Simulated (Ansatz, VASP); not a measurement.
Al2Cu in VASP and in Ansatz

```
Al Cu
1.0
    -0.00430   -4.09092    0.00134
     2.04550   -2.04236   -2.88544
     6.14324   -2.04005    2.88883
Al Cu
4 2
Direct
  0.87613 0.87424 0.37526
  0.37493 0.37421 0.87541
  0.62499 0.62555 0.12482
  0.12407 0.12574 0.62492
  0.25066 0.25026 0.24984
  0.74923 0.75000 0.74973
```

Change from the starting cell: cell x2, atoms moved at random (sigma 0.1 Å) and cell strained at random (1.5 %), then relaxed without symmetry.

Alike in both runs: functional PBE; k mesh 6 × 6 × 6; occupations gaussian, width 0.2 eV; no spin polarisation.

Ansatz relaxed the structure, and its values are those at the end. VASP's run is a single point on that final structure, the one shown.

|  | VASP | Ansatz |
| --- | --- | --- |
| version | VASP 6.6.1 | Ansatz 0.2.0 |
| potentials or method | VASP PAW PBE potentials, release 64 (Al, Cu), cutoff 520 eV | scalar-relativistic, plane waves, PAW |
| valence electrons in the cell | 34 | 50 |

|  | VASP | Ansatz | Ansatz less VASP |
| --- | --- | --- | --- |
| gap on the k mesh at the Fermi level (eV) | none | none | - |
| pressure (GPa) | 0.1 | -0.1 | -0.17 |
| rms of the force components (eV/Å) | 0.011 | 0.011 | 0.0000 |

A gap of «none» marks a metal or a gap that the smearing closes. VASP's potentials hold 34 valence electrons a cell and Ansatz's 50, so a difference there can come from the potentials and not from the codes.
